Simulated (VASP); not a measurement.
# PIr (rocksalt type) (Fm-3m) in VASP: notebook

The runs below take PIr (rocksalt type) through electric field gradients, with PBE.

Program: VASP 6.6.1. These are calculated values, not measurements. Logs are shortened: lines on timing, memory, paths and dates and some standing lists are left out, and cuts for length are marked.

### Step 1. The cell of the first run

It takes space group Fm-3m (No. 225, cubic). Conventional cell: a = 4.897 Å, b = 4.897 Å, c = 4.897 Å, α = 90.00°, β = 90.00°, γ = 90.00°. Within 3.2 Å of Ir (site symmetry m-3m) lie 6 P at 2.45 Å. Within 3.2 Å of P (site symmetry m-3m) lie 6 Ir at 2.45 Å.

### Step 2. Electric field gradients, PBE (volume scaled by 0.98)

Contents of INCAR:

```
SYSTEM = PIr
PREC = Accurate
ENCUT = 520
EDIFF = 1E-8
ISMEAR = -1
SIGMA = 0.05
LREAL = .False.
LASPH = .True.
NELM = 80
ALGO = Normal
ISIF = 2
LWAVE = .False.
LCHARG = .False.
GGA = PE
LEFG = .True.
NBANDS = 14
```

Contents of KPOINTS:

```
regular mesh
0
Gamma
  13 13 13
  0 0 0
```

Contents of POSCAR:

```
PIr
1.0
    0.0000000000      2.4482601303      2.4482601303
    2.4482601303      0.0000000000      2.4482601303
    2.4482601303      2.4482601303      0.0000000000
Ir P
1 1
Direct
    0.0000000000      0.0000000000      0.0000000000
    0.5000000000      0.5000000000      0.5000000000
```

Potentials or basis: VASP PAW PBE potentials, release 64 (Ir, P).

Launch:

```bash
> cat potpaw_PBE.64/Ir/POTCAR potpaw_PBE.64/P/POTCAR > POTCAR
> mpirun -np 1 vasp_std > vasp.out
```

OUTCAR:

```text
SYSTEM = PIr
   PREC = Accurate
   ENCUT = 520
   EDIFF = 1E-8
   ISMEAR = -1
   LREAL = .False.
   LASPH = .True.
   NELM = 80
   ISIF = 2
   GGA = PE

 ion  position               nearest neighbor table
   1  0.000  0.000  0.000-   2 2.45   2 2.45   2 2.45   2 2.45   2 2.45   2 2.45
   2  0.500  0.500  0.500-   1 2.45   1 2.45   1 2.45   1 2.45   1 2.45   1 2.45

  LATTYP: Found a face centered cubic cell.
 ALAT       =     4.8965202606

  Lattice vectors:

 A1 = (   0.0000000000,   2.4482601303,   2.4482601303)
 A2 = (   2.4482601303,   0.0000000000,   2.4482601303)
 A3 = (   2.4482601303,   2.4482601303,   0.0000000000)

Analysis of symmetry for initial positions (statically):
=====================================================================
 Subroutine PRICEL returns:
 Original cell was already a primitive cell.

 Routine SETGRP: Setting up the symmetry group for a
 face centered cubic supercell.

 Subroutine GETGRP returns: Found 48 space group operations
[... 9 lines left out ...]

 Routine SETGRP: Setting up the symmetry group for a
 face centered cubic supercell.

 Subroutine GETGRP returns: Found 48 space group operations
[... 11 lines left out ...]
                                     Primitive cell

  volume of cell :      29.3496

  direct lattice vectors                    reciprocal lattice vectors
     0.000000000  2.448260130  2.448260130    -0.204226664  0.204226664  0.204226664
     2.448260130  0.000000000  2.448260130     0.204226664 -0.204226664  0.204226664
     2.448260130  2.448260130  0.000000000     0.204226664  0.204226664 -0.204226664

  length of vectors
     3.462362680  3.462362680  3.462362680     0.353730959  0.353730959  0.353730959

  position of ions in fractional coordinates (direct lattice)
     0.000000000  0.000000000  0.000000000
     0.500000000  0.500000000  0.500000000

  ion indices of the primitive-cell ions
   primitive index   ion index
                 1           1
                 2           2

----------------------------------------------------------------------------------------

 KPOINTS: regular mesh

Automatic generation of k-mesh.
 Grid dimensions read from file:
 generate k-points for:   13   13   13

[... 105 lines left out ...]
  ext. energy  EPLUGINS =         0.00000000
  ---------------------------------------------------
  free energy    TOTEN  =       -14.03152670 eV

  energy without entropy =      -14.01900989  energy(sigma->0) =      -14.02526829

 E-fermi :   9.2350     XC(G=0): -12.4452

 val. band max:        9.2340078753   @ k =   0.1538   0.0769   0.0000
 cond. band min:       9.2385848161   @ k =  -0.4615   0.4615   0.0000
 fundamental gap:      0.0045769408
 Fermi energy:         9.2350090972

 k-point     1 :       0.0000    0.0000    0.0000
  band No.  band energies     occupation
      1      -4.9622      2.00000
      2       6.0058      2.00000
      3       6.0058      2.00000
      4       6.0058      2.00000
      5       6.1372      2.00000
      6       6.1372      2.00000
      7       9.4729      0.01701
      8       9.4729      0.01701
      9       9.4729      0.01701
     10      15.5661      0.00000
     11      19.4089      0.00000
     12      22.1278      0.00000
     13      22.1278      0.00000
     14      22.1278      0.00000
[... 377 lines left out ...]
      1      -2.1799      2.00000
      2       1.8781      2.00000
      3       3.7928      2.00000
      4       4.1661      2.00000
      5       7.2873      2.00000
      6       7.9771      2.00000
      7       8.6895      1.99996
      8      12.3196      0.00000
      9      13.1771      0.00000
     10      15.2559      0.00000
     11      16.5622      0.00000
     12      18.6312      0.00000
     13      20.3386      0.00000
     14      23.8640      0.00000

 [... further k-points ...]
[... 5 lines left out ...]
  --------------------------------------------------------------------------------------
  -------------------------------------------------------------------------------------
  Total        0.8924111      0.8924111      0.8924111      0.0000000      0.0000000      0.0000000
  in kB       48.7161398     48.7161398     48.7161398      0.0000000      0.0000000      0.0000000
  external PRESSURE =      48.7161398 kB  Pullay stress =       0.0000000 kB

 VOLUME and BASIS-vectors are now :
 -----------------------------------------------------------------------------
  energy-cutoff  :      520.00
  volume of cell :       29.35
      direct lattice vectors                 reciprocal lattice vectors
     0.000000000  2.448260130  2.448260130    -0.204226664  0.204226664  0.204226664
     2.448260130  0.000000000  2.448260130     0.204226664 -0.204226664  0.204226664
     2.448260130  2.448260130  0.000000000     0.204226664  0.204226664 -0.204226664

 POSITION                                       TOTAL-FORCE (eV/Angst)
 -----------------------------------------------------------------------------------
      0.00000      0.00000      0.00000         0.000000      0.000000     -0.000000
      2.44826      2.44826      2.44826         0.000000     -0.000000      0.000000
 -----------------------------------------------------------------------------------
    total drift:                               -0.000000      0.000000      0.000000

  FREE ENERGIE OF THE ION-ELECTRON SYSTEM (eV)
  ---------------------------------------------------
  free  energy   TOTEN  =       -14.0315266954 eV

  energy  without entropy=      -14.0190098926  energy(sigma->0) =      -14.02526829

 Electric field gradients (V/A^2)
---------------------------------------------------------------------
 ion       V_xx      V_yy      V_zz      V_xy      V_xz      V_yz
---------------------------------------------------------------------
   1       0.000    -0.000     0.000     0.000     0.000     0.000
   2       0.000    -0.000     0.000     0.000     0.000     0.000
---------------------------------------------------------------------

 Electric field gradients after diagonalization (V/A^2)
 (convention: |V_zz| > |V_xx| > |V_yy|)
----------------------------------------------------------------------
 ion       V_xx      V_yy      V_zz     asymmetry (V_yy - V_xx)/ V_zz
----------------------------------------------------------------------
   1      -0.000    -0.000     0.000       0.000
   2      -0.000    -0.000     0.000       0.000
----------------------------------------------------------------------

           NMR quadrupolar parameters

 Cq : quadrupolar parameter    Cq=e*Q*V_zz/h
 eta: asymmetry parameters     (V_yy - V_xx)/ V_zz
 Q  : nuclear electric quadrupole moment in mb (millibarn)
----------------------------------------------------------------------
 ion       Cq(MHz)       eta       Q (mb)
----------------------------------------------------------------------
   1       0.000       0.000       1.000
   2       0.000       0.000       1.000
----------------------------------------------------------------------
```

stdout:

```text
POSCAR found type information on POSCAR IrP
 POSCAR found :  2 types and       2 ions
 scaLAPACK will be used
 LDA part: xc-table for (Slater+PW92), standard interpolation
 POSCAR, INCAR and KPOINTS ok, starting setup
 FFT: planning ... GRIDC
 FFT: planning ... GRID_SOFT
 FFT: planning ... GRID
 WAVECAR not read
 entering main loop
ion   1

ion   2
```

Run time: 19 s. Hardware: 1 thread of Intel Xeon 6975P-C (Granite Rapids), shared host; peak memory 0.18 GiB.

What came out:

```
Free energy            : -14.0315 eV
Pressure               : 4.9 GPa
Band gap on the k mesh : zero (band 7 reaches 10.04 eV, above the bottom of band 8 at 8.57 eV)
```

Levels at points of the mesh, in eV from the Fermi level:
```tsv
k point	band 5	band 6	band 7	band 8	band 9	band 10
(0.00, 0.00, 0.00)	-3.10	-3.10	0.24	0.24	0.24	6.33
```

Caveat: the cell differs from its parent crystal (volume scaled by 0.98); without QUAD_EFG the Cq values of the log hold for a quadrupole moment of 1 mb, not for the nuclei; spin-orbit coupling is left out, which moves the levels of the heavy elements.

### Step 3. Electric field gradients, PBE

This run uses another cell than the first one, of 14.97 Å³/atom, 1.020 times its volume.

Contents of INCAR:

```
SYSTEM = PIr
PREC     = Accurate       ! precision mode
ENCUT    = 520            ! plane-wave cutoff, eV
EDIFF    = 1E-8           ! SCF threshold, eV
ISMEAR   = -1             ! smearing method
SIGMA    = 0.05           ! smearing width, eV
LREAL    = .FALSE.        ! projectors in reciprocal space
LASPH    = .TRUE.         ! aspherical terms in the spheres
NELM     = 80             ! most SCF steps
ALGO     = Normal         ! electronic algorithm
ISIF     = 2              ! what is computed and relaxed
LWAVE    = .FALSE.        ! write WAVECAR
LCHARG   = .FALSE.        ! write CHGCAR
GGA      = PE             ! functional
LEFG     = .TRUE.       
NBANDS   = 14             ! bands
```

Contents of KPOINTS:

```
Automatic mesh
0
G
  13 13 13
  0 0 0
```

Contents of POSCAR:

```
PIr
1.0
    0.0000000000      2.4648029303      2.4648029303
    2.4648029303      0.0000000000      2.4648029303
    2.4648029303      2.4648029303      0.0000000000
Ir P
1 1
Direct
    0.0000000000      0.0000000000      0.0000000000
    0.5000000000      0.5000000000      0.5000000000
```

Potentials or basis: VASP PAW PBE potentials, release 64 (Ir, P).

Launch:

```bash
> cat potpaw_PBE.64/Ir/POTCAR potpaw_PBE.64/P/POTCAR > POTCAR
> mpirun -np 1 vasp_std > vasp.out
```

OUTCAR:

```text
SYSTEM = PIr
   PREC = Accurate
   ENCUT = 520
   EDIFF = 1E-8
   ISMEAR = -1
   LREAL = .FALSE.
   LASPH = .TRUE.
   NELM = 80
   ISIF = 2
   GGA = PE

 ion  position               nearest neighbor table
   1  0.000  0.000  0.000-   2 2.46   2 2.46   2 2.46   2 2.46   2 2.46   2 2.46
   2  0.500  0.500  0.500-   1 2.46   1 2.46   1 2.46   1 2.46   1 2.46   1 2.46

  LATTYP: Found a face centered cubic cell.
 ALAT       =     4.9296058606

  Lattice vectors:

 A1 = (   0.0000000000,   2.4648029303,   2.4648029303)
 A2 = (   2.4648029303,   0.0000000000,   2.4648029303)
 A3 = (   2.4648029303,   2.4648029303,   0.0000000000)

Analysis of symmetry for initial positions (statically):
=====================================================================
 Subroutine PRICEL returns:
 Original cell was already a primitive cell.

 Routine SETGRP: Setting up the symmetry group for a
 face centered cubic supercell.

 Subroutine GETGRP returns: Found 48 space group operations
[... 9 lines left out ...]

 Routine SETGRP: Setting up the symmetry group for a
 face centered cubic supercell.

 Subroutine GETGRP returns: Found 48 space group operations
[... 11 lines left out ...]
                                     Primitive cell

  volume of cell :      29.9486

  direct lattice vectors                    reciprocal lattice vectors
     0.000000000  2.464802930  2.464802930    -0.202855974  0.202855974  0.202855974
     2.464802930  0.000000000  2.464802930     0.202855974 -0.202855974  0.202855974
     2.464802930  2.464802930  0.000000000     0.202855974  0.202855974 -0.202855974

  length of vectors
     3.485757733  3.485757733  3.485757733     0.351356854  0.351356854  0.351356854

  position of ions in fractional coordinates (direct lattice)
[... 146 lines left out ...]
     11      19.1527      0.00000
     12      21.6938      0.00000
     13      21.6938      0.00000
     14      21.6938      0.00000
[... 377 lines left out ...]
      1      -2.3684      2.00000
      2       1.7339      2.00000
      3       3.6286      2.00000
      4       3.9935      2.00000
      5       7.0496      2.00000
      6       7.7174      2.00000
      7       8.3986      1.99995
      8      11.9680      0.00000
      9      12.8049      0.00000
     10      14.8945      0.00000
     11      16.1686      0.00000
     12      18.2600      0.00000
     13      19.9367      0.00000
     14      23.4388      0.00000

 [... further k-points ...]
[... 5 lines left out ...]
  --------------------------------------------------------------------------------------
  -------------------------------------------------------------------------------------
  Total        0.0778842      0.0778842      0.0778842      0.0000000     -0.0000000      0.0000000
  in kB        4.1666169      4.1666169      4.1666169      0.0000000     -0.0000000      0.0000000
  external PRESSURE =       4.1666169 kB  Pullay stress =       0.0000000 kB

 VOLUME and BASIS-vectors are now :
 -----------------------------------------------------------------------------
  energy-cutoff  :      520.00
  volume of cell :       29.95
      direct lattice vectors                 reciprocal lattice vectors
     0.000000000  2.464802930  2.464802930    -0.202855974  0.202855974  0.202855974
     2.464802930  0.000000000  2.464802930     0.202855974 -0.202855974  0.202855974
     2.464802930  2.464802930  0.000000000     0.202855974  0.202855974 -0.202855974

 POSITION                                       TOTAL-FORCE (eV/Angst)
 -----------------------------------------------------------------------------------
      0.00000      0.00000      0.00000        -0.000000      0.000000     -0.000000
      2.46480      2.46480      2.46480         0.000000     -0.000000      0.000000
 -----------------------------------------------------------------------------------
    total drift:                               -0.000000      0.000000      0.000000

  FREE ENERGIE OF THE ION-ELECTRON SYSTEM (eV)
  ---------------------------------------------------
  free  energy   TOTEN  =       -14.0414591601 eV

  energy  without entropy=      -14.0289824802  energy(sigma->0) =      -14.03522082

 Electric field gradients (V/A^2)
---------------------------------------------------------------------
 ion       V_xx      V_yy      V_zz      V_xy      V_xz      V_yz
---------------------------------------------------------------------
   1      -0.000     0.000    -0.000     0.000     0.000     0.000
   2       0.000    -0.000    -0.000     0.000     0.000     0.000
---------------------------------------------------------------------

 Electric field gradients after diagonalization (V/A^2)
 (convention: |V_zz| > |V_xx| > |V_yy|)
----------------------------------------------------------------------
 ion       V_xx      V_yy      V_zz     asymmetry (V_yy - V_xx)/ V_zz
----------------------------------------------------------------------
   1      -0.000    -0.000     0.000       0.000
   2      -0.000    -0.000     0.000       0.000
----------------------------------------------------------------------

           NMR quadrupolar parameters

 Cq : quadrupolar parameter    Cq=e*Q*V_zz/h
 eta: asymmetry parameters     (V_yy - V_xx)/ V_zz
 Q  : nuclear electric quadrupole moment in mb (millibarn)
----------------------------------------------------------------------
 ion       Cq(MHz)       eta       Q (mb)
----------------------------------------------------------------------
   1       0.000       0.000       1.000
   2       0.000       0.000       1.000
----------------------------------------------------------------------
```

OSZICAR:

```text
N       E                     dE             d eps       ncg     rms          rms(c)
DAV:   1     0.801291994825E+02    0.80129E+02   -0.62493E+03  2360   0.923E+02
DAV:   2    -0.108245621542E+02   -0.90954E+02   -0.79616E+02  2460   0.222E+02
DAV:   3    -0.144298586023E+02   -0.36053E+01   -0.35354E+01  3156   0.478E+01
DAV:   4    -0.144805704933E+02   -0.50712E-01   -0.50676E-01  2580   0.576E+00
DAV:   5    -0.144816081244E+02   -0.10376E-02   -0.10376E-02  3142   0.853E-01    0.149E+01
DAV:   6    -0.141057394878E+02    0.37587E+00   -0.20761E+00  3050   0.149E+01    0.621E+00
DAV:   7    -0.140529468748E+02    0.52793E-01   -0.23462E-01  2990   0.529E+00    0.423E+00
DAV:   8    -0.140416846208E+02    0.11262E-01   -0.32650E-02  2868   0.161E+00    0.390E-01
DAV:   9    -0.140415371221E+02    0.14750E-03   -0.87375E-04  2702   0.211E-01    0.309E-01
DAV:  10    -0.140414688738E+02    0.68248E-04   -0.51951E-04  2736   0.185E-01    0.452E-02
DAV:  11    -0.140414619259E+02    0.69479E-05   -0.56212E-05  3018   0.768E-02    0.233E-02
DAV:  12    -0.140414602273E+02    0.16986E-05   -0.28721E-06  2882   0.125E-02    0.102E-02
DAV:  13    -0.140414592800E+02    0.94725E-06   -0.52344E-07  2964   0.814E-03    0.206E-03
DAV:  14    -0.140414591257E+02    0.15431E-06   -0.30096E-08  2060   0.150E-03    0.652E-04
DAV:  15    -0.140414591447E+02   -0.19025E-07   -0.68800E-09  1398   0.866E-04    0.250E-04
DAV:  16    -0.140414591626E+02   -0.17839E-07   -0.10970E-09  1308   0.363E-04    0.508E-05
DAV:  17    -0.140414591601E+02    0.24626E-08   -0.19415E-10  1260   0.162E-04
   1 F= -.14041459E+02 E0= -.14035221E+02  d E =-.124767E-01
```

stdout:

```text
POSCAR found type information on POSCAR IrP
 POSCAR found :  2 types and       2 ions
 scaLAPACK will be used
 LDA part: xc-table for (Slater+PW92), standard interpolation
 POSCAR, INCAR and KPOINTS ok, starting setup
 FFT: planning ... GRIDC
 FFT: planning ... GRID_SOFT
 FFT: planning ... GRID
 WAVECAR not read
 entering main loop
ion   1

ion   2
```

Run time: 22 s. Hardware: 1 thread of Intel Xeon 6975P-C (Granite Rapids), shared host; peak memory 0.18 GiB.

What came out:

```
Free energy            : -14.0415 eV
Pressure               : 0.4 GPa
Band gap on the k mesh : zero (band 7 reaches 9.72 eV, above the bottom of band 8 at 8.29 eV)
```

Caveat: without QUAD_EFG the Cq values of the log hold for a quadrupole moment of 1 mb, not for the nuclei; spin-orbit coupling is left out, which moves the levels of the heavy elements.

(Part 1 of 2 ends here.)
